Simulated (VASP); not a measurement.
# HfO2 in VASP: a series of runs, part 2 of 2

VASP 6.6.1.

**3. Single point, r2SCAN (strain +2.5%)**

The input, POSCAR:

```
HfO2
1.0
    0.0000000000      2.5931706045      2.5931706045
    2.5931706045      0.0000000000      2.5931706045
    2.5931706045      2.5931706045      0.0000000000
Hf O
1 2
Direct
    0.0000000000      0.0000000000      0.0000000000
    0.2500000000      0.2500000000      0.2500000000
    0.7500000000      0.7500000000      0.7500000000
```

The input, INCAR.step1:

```
SYSTEM = HfO2
PREC = Accurate ; ENCUT = 520
ISMEAR = 0 ; SIGMA = 0.01
LREAL = .FALSE. ; LASPH = .TRUE.
NELM = 100 ; NBANDS = 18
GGA = PE ; ALGO = Normal
EDIFF = 1E-4 ; LWAVE = .TRUE.
LCHARG = .FALSE.
```

The input, INCAR.step2:

```
SYSTEM = HfO2
PREC = Accurate ; ENCUT = 520
EDIFF = 1E-6 ; ISMEAR = 0
SIGMA = 0.01 ; LREAL = .FALSE.
LASPH = .TRUE. ; NELM = 100
ALGO = Normal ; ISIF = 2
LWAVE = .FALSE. ; LCHARG = .FALSE.
METAGGA = R2SCAN ; LMIXTAU = .TRUE.
NBANDS = 18 ; ISTART = 1
```

The input, KPOINTS:

```
Automatic mesh
0
G
  8 8 8
  0 0 0
```

Potentials or basis: VASP PAW PBE potentials, release 64 (Hf_pv, O).

Run with:

```bash
$ cat potpaw_PBE.64/Hf_pv/POTCAR potpaw_PBE.64/O/POTCAR > POTCAR
$ cp INCAR.step1 INCAR
$ mpirun -np 1 vasp_std > vasp.out
$ cp INCAR.step2 INCAR
$ mpirun -np 1 vasp_std > vasp.out
```

OUTCAR:

```text
SYSTEM = HfO2
   PREC = Accurate
   ENCUT = 520
   EDIFF = 1E-6
   ISMEAR = 0
   LREAL = .FALSE.
   LASPH = .TRUE.
   NELM = 100
   ISIF = 2
   METAGGA = R2SCAN
   ISTART = 1

 ion  position               nearest neighbor table
   1  0.000  0.000  0.000-   3 2.25   3 2.25   3 2.25   2 2.25   3 2.25   2 2.25   2 2.25   2 2.25

   2  0.250  0.250  0.250-   1 2.25   1 2.25   1 2.25   1 2.25
   3  0.750  0.750  0.750-   1 2.25   1 2.25   1 2.25   1 2.25

  LATTYP: Found a face centered cubic cell.
 ALAT       =     5.1863412090

  Lattice vectors:

 A1 = (   0.0000000000,   2.5931706045,   2.5931706045)
 A2 = (   2.5931706045,   0.0000000000,   2.5931706045)
 A3 = (   2.5931706045,   2.5931706045,   0.0000000000)

Analysis of symmetry for initial positions (statically):
=====================================================================
 Subroutine PRICEL returns:
 Original cell was already a primitive cell.

 Routine SETGRP: Setting up the symmetry group for a
 face centered cubic supercell.

 Subroutine GETGRP returns: Found 48 space group operations
 (whereof 48 operations were pure point group operations)
 out of a pool of 48 trial point group operations.

The static configuration has the point symmetry O_h .

Analysis of symmetry for dynamics (positions and initial velocities):
=====================================================================
 Subroutine PRICEL returns:
 Original cell was already a primitive cell.

 Routine SETGRP: Setting up the symmetry group for a
 face centered cubic supercell.

 Subroutine GETGRP returns: Found 48 space group operations
 (whereof 48 operations were pure point group operations)
 out of a pool of 48 trial point group operations.

The dynamic configuration has the point symmetry O_h .

 Subroutine INISYM returns: Found 48 space group operations
 (whereof 48 operations are pure point group operations),
[... 108 lines left out ...]
   PSTRESS=    0.0 pullay stress
   NELECT =      22.0000    total number of electrons
   NUPDOWN=      -1.0000    fix difference up-down
   EMIN   =  10.00;   EMAX   =-10.00  energy-range for DOS
   EFERMI =   0.00;   METHOD = LEGACY
   ISMEAR =     0;   SIGMA  =   0.01  broadening in eV -4-tet -1-fermi 0-gaus
   EFERMI_NEDOS =   21; number of points for ismear=-14 and -15
   IALGO  =     38    algorithm
   IMIX   =      4    mixing-type and parameters
     AMIX     =   0.40;   BMIX     =  1.00
     AMIX_MAG =   1.60;   BMIX_MAG =  1.00
  volume/ion in A,a.u.               =      11.63        78.45
  Fermi-wavevector in a.u.,A,eV,Ry     =   1.404024  2.653221 26.820952  1.971284
  Thomas-Fermi vector in A             =   2.526627
   LORBIT       =      0    0 simple, 1 ext, 2 COOP (PROOUT), +10 PAW based schemes
   METAGGA = R2SCAN    functional components
   LHFCALC =     F    Hartree Fock is set to
   AEXX    =    0.0000 exact exchange contribution
   IVDW    =     0    specifies the selected vdW correction
   LEPSILON=     F    determine dielectric tensor
   LRPA    =     F    only Hartree local field effects (RPA)
 non-spin polarized calculation
 Gauss-broadening in eV      SIGMA  =   0.01
  energy-cutoff  :      520.00
  volume of cell :       34.88
 maximum number of plane-waves:       960
   NGX = 13   NGY = 13   NGZ = 13

 number of electron      21.9999997 magnetization

 Free energy of the ion-electron system (eV)
  ---------------------------------------------------
  ext. energy  EPLUGINS =         0.00000000
  ---------------------------------------------------
  free energy    TOTEN  =       -68.35007872 eV

  energy without entropy =      -68.35007872  energy(sigma->0) =      -68.35007872

 E-fermi :   3.5285     XC(G=0): -12.1873

 val. band max:        3.3501574106   @ k =   0.5000   0.5000   0.0000
 cond. band min:       7.4398866387   @ k =   0.5000   0.5000   0.0000
 fundamental gap:      4.0897292281
 Fermi energy:         3.5285474411

 k-point     1 :       0.0000    0.0000    0.0000
  band No.  band energies     occupation
      1     -27.6525      2.00000
      2     -27.6525      2.00000
      3     -27.6525      2.00000
      4     -15.9637      2.00000
      5     -13.2899      2.00000
      6      -1.6784      2.00000
[... 481 lines left out ...]
      5     -14.1407      2.00000
      6      -1.2298      2.00000
[... 10 lines left out ...]
     17      14.4579      0.00000
     18      15.5407      0.00000

 [... further k-points ...]
[... 5 lines left out ...]
  --------------------------------------------------------------------------------------
  -------------------------------------------------------------------------------------
  Total       -4.4833730     -4.4833730     -4.4833730     -0.0000000      0.0000000      0.0000000
  in kB     -205.9644148   -205.9644148   -205.9644148     -0.0000000      0.0000000      0.0000000
  external PRESSURE =    -205.9644148 kB  Pullay stress =       0.0000000 kB

 VOLUME and BASIS-vectors are now :
 -----------------------------------------------------------------------------
  energy-cutoff  :      520.00
  volume of cell :       34.88
      direct lattice vectors                 reciprocal lattice vectors
     0.000000000  2.593170605  2.593170605    -0.192814155  0.192814155  0.192814155
     2.593170605  0.000000000  2.593170605     0.192814155 -0.192814155  0.192814155
     2.593170605  2.593170605  0.000000000     0.192814155  0.192814155 -0.192814155

 POSITION                                       TOTAL-FORCE (eV/Angst)
 -----------------------------------------------------------------------------------
      0.00000      0.00000      0.00000        -0.000000     -0.000000     -0.000000
      1.29659      1.29659      1.29659        -0.000000      0.000000     -0.000000
      3.88976      3.88976      3.88976         0.000000      0.000000      0.000000
 -----------------------------------------------------------------------------------
    total drift:                                0.000000      0.000000      0.000000

  FREE ENERGIE OF THE ION-ELECTRON SYSTEM (eV)
  ---------------------------------------------------
  free  energy   TOTEN  =       -68.3500787161 eV

  energy  without entropy=      -68.3500787161  energy(sigma->0) =      -68.35007872
```

OUTCAR.step1:

```text
SYSTEM = HfO2
   PREC = Accurate
   ENCUT = 520
   ISMEAR = 0
   LREAL = .FALSE.
   LASPH = .TRUE.
   NELM = 100
[... 728 lines left out ...]
      0.00000      0.00000      0.00000         0.000000     -0.000000      0.000000
      1.29659      1.29659      1.29659        -0.000000     -0.000000     -0.000000
      3.88976      3.88976      3.88976        -0.000000      0.000000      0.000000
 -----------------------------------------------------------------------------------
    total drift:                                0.000000      0.000000      0.000000

  FREE ENERGIE OF THE ION-ELECTRON SYSTEM (eV)
  ---------------------------------------------------
  free  energy   TOTEN  =       -30.1428814196 eV

  energy  without entropy=      -30.1428814196  energy(sigma->0) =      -30.14288142
```

Wall time 2.6 min (1 thread of Intel Xeon 8259CL, shared host); peak memory 0.17 GiB.

Results:

| Item | Value |
| --- | --- |
| Free energy | -68.3501 eV |
| Pressure | -20.6 GPa |
| Band gap on the k mesh | 4.09 eV |

Caveat: the cell differs from its parent crystal (strain +2.5%); the cell stands under tension; the PAW data sets were made with another functional, which shifts forces and pressure a little; spin-orbit coupling is left out, which moves the levels of the heavy elements.

**4. Single point, PBE (epitaxial xy strain -2.4%)**

The input, INCAR:

```
PREC = Accurate
ENCUT = 520
EDIFF = 1E-6
ISMEAR = -1
SIGMA = 0.02
LREAL = False
LASPH = True
NELM = 100
ALGO = Normal
ISIF = 2
LWAVE = False
LCHARG = False
GGA = PE
NBANDS = 18
```

The input, KPOINTS:

```
regular mesh
0
Gamma
  8 8 8
```

The input, POSCAR:

```
HfO2
1.0
    0.0000000000      2.4692406722      2.5525353421
    2.4692406722      0.0000000000      2.5525353421
    2.4692406722      2.4692406722      0.0000000000
Hf O
1 2
Direct
    0.0000000000      0.0000000000      0.0000000000
    0.2500000000      0.2500000000      0.2500000000
    0.7500000000      0.7500000000      0.7500000000
```

Run with:

```bash
$ cat potpaw_PBE.64/Hf_pv/POTCAR potpaw_PBE.64/O/POTCAR > POTCAR
$ mpirun -np 1 vasp_std > vasp.out
```

Wall time 60 s (1 thread of Intel Xeon 8259CL, shared host); peak memory 0.18 GiB.

It converged, with:

```yaml
Free_energy: -30.1515 eV
Pressure: 13.2 GPa
Band_gap_on_the_k_mesh: 3.60 eV (least direct gap 3.74 eV)
```

Stress tensor (GPa, compression positive):
```
18.70  0.00  0.00
 0.00 18.70  0.00
 0.00  0.00  2.16
```

Levels at points of the mesh, in eV from the valence-band top:
```
           k point  band 9  band 10  band 11  band 12  band 13  band 14
(0.00, 0.00, 0.00)   -1.06    -0.61    -0.61     3.60     4.04     6.12
(0.50, 0.00, 0.00)   -2.97    -2.03    -2.00     4.56     4.72     7.26
(0.50, 0.50, 0.00)   -1.62    -1.62    -0.37     3.78     5.62     6.55
(0.50, 0.00, 0.50)   -2.09    -1.48     0.00     3.74     5.65     7.10
```

Caveat: the cell differs from its parent crystal (epitaxial xy strain -2.4%); the cell stands under pressure; spin-orbit coupling is left out, which moves the levels of the heavy elements.

**5. The runs side by side**

| level | cell | smearing | gap on the mesh (eV) | pressure (GPa) |
| --- | --- | --- | --- | --- |
| PBE | a = 3.667 Å, angles 60.0°, 3 atoms | fermi-dirac 0.02 eV | 3.62 | -14.6 |
| r2SCAN | a = 3.667 Å, angles 60.0°, 3 atoms | gaussian 0.01 eV | 4.09 | -20.6 |
| PBE | a = 3.551, b = 3.551, c = 3.492 Å, angles 60.6, 60.6, 58.9°, 3 atoms | fermi-dirac 0.02 eV | 3.60 | 13.2 |

Alike in all rows: task single point; potentials or basis VASP PAW PBE potentials, release 64 (Hf_pv, O); no spin polarisation; k mesh 8 × 8 × 8; cutoff (eV) 520.

Caveats: spin-orbit coupling is left out, which moves the levels of the heavy elements; the cell stands under tension (at least some runs); the PAW data sets were made with another functional, which shifts forces and pressure a little (at least some runs); the cell stands under pressure (at least some runs).

Total energies depend on the potentials used, so only differences within one code and one set of settings carry meaning.
